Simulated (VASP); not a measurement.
A run of VASP 6.6.1:

File INCAR:

```
PREC = Accurate ; ENCUT = 520
EDIFF = 1E-6 ; ISMEAR = 0
SIGMA = 0.05 ; LREAL = False
LASPH = True ; NELM = 100
ALGO = Normal ; ISIF = 2
LWAVE = False ; LCHARG = False
NBANDS = 6
```

KPOINTS

```
regular mesh
0
Gamma
  10 10 26
```

The input POSCAR:

```
H
1.0
    2.7158797074      0.0000000000      0.0000000000
    0.0000000000      2.7158797074      0.0000000000
    0.0000000000      0.0000000000      0.9314682740
H
1
Direct
    0.0000000000      0.0000000000      0.5000000000
```

Potentials or basis: VASP PAW LDA potentials, release 64 (H).

The run is started by

```console
$ cat potpaw_LDA.64/H/POTCAR > POTCAR
$ mpirun -np 1 vasp_std > vasp.out
```

Hardware: 1 thread of Intel(R) Xeon(R) Platinum 8259CL CPU @ 2.50GHz (Skylake/Cascade Lake), on a shared host.

**Question.** How long does it take, and how much memory?

**Answer.** It took 7.5 s on 1 thread of Intel(R) Xeon(R) Platinum 8259CL CPU @ 2.50GHz (Skylake/Cascade Lake) (shared host), peak memory 0.11 GiB. Counts: scf iterations 11, k points 294.
